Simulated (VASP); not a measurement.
## ZnSe: single point with HSE06

Crystal: ZnSe.

```
Zn Se
1.0
     0.00000    2.83242    2.83242
     2.83242    0.00000    2.83242
     2.83242    2.83242    0.00000
Zn Se
1 1
Direct
  0.00000 0.00000 0.00000
  0.25000 0.25000 0.25000
```

* Program: VASP 6.6.1
* Task: single point
* Functional: HSE06
* Potentials or basis: VASP PAW PBE potentials, release 64 (Zn, Se)
* Cutoff: 520 eV
* k mesh: 4 × 4 × 4
* Occupations: gaussian, width 0.01 eV
* Spin: no spin polarisation
* Dipole correction: no
* Grid for exact exchange (PRECFOCK): Normal
* Further INCAR settings: ALGO = Normal; EDIFF = 1e-07; NBANDS = 16
* Screening parameter: 0.2079 1/Å

```
Pressure               : 1.6 GPa
Band gap on the k mesh : 2.43 eV, direct
```

Levels at points of the mesh, in eV from the valence-band top:
| k point | band 6 | band 7 | band 8 | band 9 | band 10 | band 11 | band 12 | band 13 |
| --- | --- | --- | --- | --- | --- | --- | --- | --- |
| (0.00, 0.00, 0.00) | -7.86 | 0.00 | 0.00 | 0.00 | 2.43 | 6.94 | 6.94 | 6.94 |
| (0.50, 0.00, 0.00) | -7.68 | -5.54 | -0.91 | -0.91 | 3.66 | 7.49 | 7.49 | 9.75 |
| (0.50, 0.50, 0.00) | -7.63 | -5.14 | -2.31 | -2.31 | 3.85 | 4.50 | 12.19 | 12.82 |

Run time: 8.6 min on 1 thread of Intel(R) Xeon(R) Platinum 8259CL CPU @ 2.50GHz (Skylake/Cascade Lake), on a shared host, peak memory 0.28 GiB.

Caveat: the k points lie up to 0.48 Å⁻¹ apart; the PAW data sets were made with another functional, which shifts forces and pressure a little.
